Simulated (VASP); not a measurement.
The system is MnAs.

```
CELL_PARAMETERS angstrom
3.71000 0.00000 0.00000
-1.85500 3.21295 0.00000
0.00000 0.00000 5.69100
ATOMIC_POSITIONS crystal
As 0.66667 0.33333 0.75000
As 0.33333 0.66667 0.25000
Mn 0.00000 0.00000 0.50000
Mn 0.00000 0.00000 0.00000
```

Base run:

| Quantity | Value |
| --- | --- |
| Program | VASP 6.6.1 |
| Functional | PBE |
| Potentials or basis | VASP PAW PBE potentials, release 64 (As, Mn_pv) |
| Cutoff | 520 eV |
| k mesh | 8 × 8 × 5 |
| Occupations | fermi-dirac, width 0.05 eV |
| Spin | no spin polarisation |

Its results: band gap on the k mesh zero (band 18 reaches 6.43 eV, above the bottom of band 19 at 6.15 eV); pressure -19.1 GPa.

The run is repeated on the same cell with these changes: spin from no spin polarisation to collinear spin, antiferromagnetic start; further incar settings from ALGO = Normal; EDIFF = 1e-07; NBANDS = 26 to ALGO = Normal; EDIFF = 1e-07; NBANDS = 30. What comes out?

Band gap on the k mesh zero (filled and empty bands overlap); pressure -5.4 GPa; net moment 0.00 μB per cell; site moments As +0.00; Mn +3.03, -3.03 μB.
